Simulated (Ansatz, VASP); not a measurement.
# Two plane-wave programs on HfO2

POSCAR

```
HfO2
1.0
    5.1489214240      0.0000000000      0.0000000000
    0.0000000000      4.9371234566      0.0000000000
    0.0000000000      0.0000000000      4.9646674546
Hf O
4 8
Direct
    0.9669940000      0.7325208200      0.7414403500
    0.5330060000      0.7325208200      0.2414403500
    0.4669940000      0.2674791800      0.7414403500
    0.0330060000      0.2674791800      0.2414403500
    0.6321274500      0.9286454000      0.8792672600
    0.8678725500      0.9286454000      0.3792672600
    0.2339485200      0.5398830500      0.4922923900
    0.2660514800      0.5398830500      0.9922923900
    0.7660514800      0.4601169500      0.9922923900
    0.7339485200      0.4601169500      0.4922923900
    0.1321274500      0.0713546000      0.8792672600
    0.3678725500      0.0713546000      0.3792672600
```

The input INCAR.step1:

```
ALGO = Normal
EDIFF = 1E-4
ENCUT = 520
GGA = PE
ISMEAR = -1
LASPH = True
LCHARG = False
LREAL = False
LWAVE = True
NBANDS = 56
NELM = 60
PREC = Accurate
SIGMA = 0.05
```

The input INCAR.step2:

```
ALGO = Normal
EDIFF = 1E-7
ENCUT = 520
ISIF = 2
ISMEAR = -1
ISTART = 1
IVDW = 13
LASPH = True
LCHARG = False
LMIXTAU = True
LREAL = False
LWAVE = False
METAGGA = R2SCAN
NBANDS = 56
NELM = 60
PREC = Accurate
SIGMA = 0.05
VDW_A1 = 0.51559235
VDW_A2 = 5.77342911
VDW_S6 = 1.0
VDW_S8 = 0.6018749
```

File KPOINTS:

```
k-points
0
Gamma
  5 6 5
```

Contents of input.yaml:

```yaml
crystal:
  lattice:
    - [5.148921424, 0.0, 0.0]
    - [0.0, 4.9371234566, 0.0]
    - [0.0, 0.0, 4.9646674546]
  atoms:
    - { symbol: Hf, position: [0.966994, 0.73252082, 0.74144035] }
    - { symbol: Hf, position: [0.533006, 0.73252082, 0.24144035] }
    - { symbol: Hf, position: [0.466994, 0.26747918, 0.74144035] }
    - { symbol: Hf, position: [0.033006, 0.26747918, 0.24144035] }
    - { symbol: O, position: [0.63212745, 0.9286454, 0.87926726] }
    - { symbol: O, position: [0.86787255, 0.9286454, 0.37926726] }
    - { symbol: O, position: [0.23394852, 0.53988305, 0.49229239] }
    - { symbol: O, position: [0.26605148, 0.53988305, 0.99229239] }
    - { symbol: O, position: [0.76605148, 0.46011695, 0.99229239] }
    - { symbol: O, position: [0.73394852, 0.46011695, 0.49229239] }
    - { symbol: O, position: [0.13212745, 0.0713546, 0.87926726] }
    - { symbol: O, position: [0.36787255, 0.0713546, 0.37926726] }
hamiltonian:
  xc: r2scan
  pseudopotentials: { kind: paw }
  dispersion: d4
kpoints:
  mp_grid: { grid: [5, 6, 5] }
scf:
  occupations: { method: fermi_dirac, width: 0.05 }
output:
  forces: true
  stress: true
  eigenvalues: true
```

Alike in both runs: task single point; functional r2SCAN; dispersion D4; k mesh 5 × 6 × 5; occupations fermi-dirac, width 0.05 eV; no spin polarisation.

|  | VASP | Ansatz |
| --- | --- | --- |
| version | VASP 6.6.1 | Ansatz 0.2.0 |
| potentials or method | VASP PAW PBE potentials, release 64 (Hf_pv, O) | Ansatz PAW |
| plane-wave cutoff (eV) | 520 | 500 |
| valence electrons in the cell | 88 | 152 |

```tsv
	VASP	Ansatz	Ansatz less VASP
gap on the k mesh at the Fermi level (eV)	5.11	5.15	+0.043
least direct gap on the mesh (eV)	5.32	5.35	+0.032
pressure (GPa)	11.1	15.0	+3.92
traceless stress, the component that is largest in VASP (GPa)	0.54	0.56	+0.020
rms of the force components (eV/Å)	0.082	0.111	+0.0289
```

VASP's potentials were made for PBE, not for r2SCAN. Atom by atom the forces differ by 0.034 eV/Å (rms over components). VASP's potentials hold 88 valence electrons a cell and Ansatz's 152, so a difference there can come from the potentials and not from the codes.

Neither program's run includes spin-orbit coupling. Noted on Ansatz's run: odd divisions of the mesh miss points on the zone boundary, where band edges often lie, so the gap on the mesh can be too wide.
